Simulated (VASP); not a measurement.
Write the native input for VASP 6.6.1 that does the following.

```
Task                   : single point
Functional             : LDA
Potentials or basis    : VASP PAW LDA potentials, release 64 (La)
Cutoff                 : 520 eV
k mesh                 : 15 × 15 × 15
Occupations            : fermi-dirac, width 0.08 eV
Spin                   : no spin polarisation
Dipole correction      : no
Further INCAR settings : ALGO = Normal; EDIFF = 1e-06; NBANDS = 12
```

The structure of La lies in POSCAR:

```
La
1.0
   -1.9888042567      1.9888042567      1.9888042567
    1.9888042567     -1.9888042567      1.9888042567
    1.9888042567      1.9888042567     -1.9888042567
La
1
Direct
    0.0000000000      0.0000000000      0.0000000000
```

This cell differs from its parent crystal: volume scaled by 0.95.

These files were run (other wordings do the same):

INCAR

```
PREC = Accurate ; ENCUT = 520
EDIFF = 1E-6 ; ISMEAR = -1
SIGMA = 0.08 ; LREAL = F
LASPH = T ; NELM = 80
ALGO = Normal ; ISIF = 2
LWAVE = F ; LCHARG = T
LELF = T ; LVHAR = T
NBANDS = 12
```

KPOINTS

```
Automatic mesh
0
Gamma
  15 15 15
```

Potentials or basis: VASP PAW LDA potentials, release 64 (La).

Launch:

```sh
$ cat potpaw_LDA.64/La/POTCAR > POTCAR
$ mpirun -np 1 vasp_std > vasp.out
```

It gave:

```yaml
Pressure: 1.6 GPa
```

Run time: 40 s on 1 thread of Intel Xeon 6975P-C, on a shared host, peak memory 0.19 GiB.
